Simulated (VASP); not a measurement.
Write the native input for VASP 6.6.1 that does the following.

```yaml
Task: single point
Functional: LDA
Potentials_or_basis: VASP PAW LDA potentials, release 64 (Te, Pt)
Cutoff: 520 eV
k_mesh: 12 × 12 × 12
Occupations: fermi-dirac, width 0.15 eV
Spin: no spin polarisation
Dipole_correction: no
Further_INCAR_settings: ALGO = Normal; EDIFF = 1e-06; NBANDS = 24
```

The structure of TePt lies in POSCAR:

```
TePt
1.0
    1.9668860136      1.1355821694      6.5663660901
   -1.9668860136      1.1355821694      6.5663660901
    0.0000000000     -2.2711643388      6.5663660901
Te Pt
2 2
Direct
    0.5991742680      0.5991742680      0.5991742680
    0.4008257320      0.4008257320      0.4008257320
    0.8699183945      0.8699183945      0.8699183945
    0.1300816055      0.1300816055      0.1300816055
```

The input as run:

INCAR

```
PREC = Accurate ; ENCUT = 520
EDIFF = 1E-6 ; ISMEAR = -1
SIGMA = 0.15 ; LREAL = F
LASPH = T ; NELM = 100
ALGO = Normal ; ISIF = 2
LWAVE = F ; LCHARG = F
GGA = CA ; NBANDS = 24
```

KPOINTS

```
regular mesh
0
Gamma
  12 12 12
```

Potentials or basis: VASP PAW LDA potentials, release 64 (Te, Pt).

Run with:

```bash
$ cat potpaw_LDA.64/Te/POTCAR potpaw_LDA.64/Pt/POTCAR > POTCAR
$ mpirun -np 1 vasp_std > vasp.out
```

It gave:

```json
{"Pressure": "0.2 GPa", "Largest force": "0.026 eV/Å", "Band gap on the k mesh": "zero (bands 16 and 17 overlap by 2.67 eV)"}
```

Caveat: spin-orbit coupling is left out, which moves the levels of the heavy elements.

It took 26 min on 1 thread of AMD EPYC 7R13 (shared host), peak memory 0.54 GiB.
